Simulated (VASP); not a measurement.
Runs of VASP 6.6.1 on CoO. The structure is that of space group P6_3mc (No. 186), or close to it. The cells are those of the table. 

```csv
cell,k mesh,smearing,gap on the mesh (eV),pressure (GPa),moment (μB),largest force (eV/Å)
"a = 3.136, b = 3.136, c = 5.327 Å, angles 90.0, 90.0, 120.0°, 4 atoms",12 × 12 × 8,gaussian 0.01 eV,0.10,(b),0.00,0.01
"a = 3.199, b = 3.199, c = 5.257 Å, angles 90.0, 90.0, 120.0°, 4 atoms",12 × 12 × 8,gaussian 0.01 eV,0.18,-1.6,0.00,0.17
"a = 3.136, b = 3.136, c = 5.320 Å, angles 90.0, 90.0, 120.0°, 4 atoms",12 × 12 × 8,gaussian 0.01 eV,0.09,1.5,0.00,0.16
"a = 3.198, b = 3.198, c = 5.229 Å, angles 90.0, 90.0, 120.0°, 4 atoms",6 × 6 × 4,gaussian 0.1 eV,(c),-0.5,0.00,0.18
"a = 3.167, b = 3.167, c = 5.289 Å, angles 90.0, 90.0, 120.0°, 4 atoms",12 × 12 × 8,gaussian 0.01 eV,0.14,-0.1,0.00,-
"a = 3.198, b = 3.198, c = 5.229 Å, angles 90.0, 90.0, 120.0°, 4 atoms",12 × 12 × 8,gaussian 0.01 eV,(a),-0.6,0.00,0.01
```

Alike in all rows: task single point; level PBE; potentials or basis VASP PAW PBE potentials, release 64 (Co, O); spin collinear, antiferromagnetic start; cutoff (eV) 520.

Question: Estimate the missing entries.

Answer: (a) 0.15; (b) 1.1; (c) 0.13.

A k mesh can miss the band edges.
